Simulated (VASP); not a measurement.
Here is a VASP 6.6.1 calculation.

INCAR

```
ALGO = Normal
EDIFF = 1E-6
ENCUT = 520
ISIF = 2
ISMEAR = -1
ISPIN = 2
LASPH = True
LCHARG = True
LELF = True
LMAXMIX = 4
LORBIT = 11
LREAL = False
LVHAR = True
LWAVE = False
MAGMOM = 0.4 0.4
NBANDS = 24
NELM = 150
NUPDOWN = 0.8
PREC = Accurate
SIGMA = 0.05
```

File KPOINTS:

```
k-points
0
Gamma
  11 11 11
```

File POSCAR:

```
MnV
1.0
    2.9000000000      0.0000000000      0.0000000000
    0.0000000000      2.9000000000      0.0000000000
    0.0000000000      0.0000000000      2.9000000000
Mn V
1 1
Direct
    0.0000000000      0.0000000000      0.0000000000
    0.5000000000      0.5000000000      0.5000000000
```

Potentials or basis: VASP PAW LDA potentials, release 64 (Mn_pv, V_sv).

Run with:

```bash
$ cat potpaw_LDA.64/Mn_pv/POTCAR potpaw_LDA.64/V_sv/POTCAR > POTCAR
$ mpirun -np 1 vasp_std > vasp.out
```

**Question.** What does it give for the pressure?

**Answer.** -19.1 GPa.

Caveat: the cell stands under tension; the total moment is fixed, so each spin has its own Fermi level.
